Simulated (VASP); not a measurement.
Runs of VASP 6.6.1 on Pd. The structure is that of space group P6_3/mmc (No. 194), or close to it. The cells are those of the table. 

| cell | gap on the mesh (eV) | pressure (GPa) | moment (μB) |
| --- | --- | --- | --- |
| a = 2.748, b = 2.748, c = 4.599 Å, angles 90.0, 90.0, 120.0°, 2 atoms | none | 0.5 | 0.82 |
| a = 2.820, b = 2.820, c = 4.718 Å, angles 90.0, 90.0, 120.0°, 2 atoms | none | (a) | 0.83 |
| a = 2.854, b = 2.854, c = 4.776 Å, angles 90.0, 90.0, 120.0°, 2 atoms | none | -14.7 | 0.83 |
| a = 2.711, b = 2.711, c = 4.536 Å, angles 90.0, 90.0, 120.0°, 2 atoms | none | (b) | 0.82 |
| a = 2.785, b = 2.785, c = 4.659 Å, angles 90.0, 90.0, 120.0°, 2 atoms | none | -6.0 | 0.83 |

Alike in all rows: task single point; level r2SCAN; potentials or basis VASP PAW PBE potentials, release 64 (Pd); spin collinear, ferromagnetic start; k mesh 15 × 15 × 8; cutoff (eV) 520; smearing fermi-dirac 0.05 eV.

**Question.** Fill in the values left out.

**Answer.** (a) -11.0; (b) 9.0.

Caveats: the PAW data sets were made with another functional, which shifts forces and pressure a little.

A k mesh can miss the band edges, and the runs leave out spin-orbit coupling on Pd.

A gap of «none» marks levels without a gap at the run's occupations.
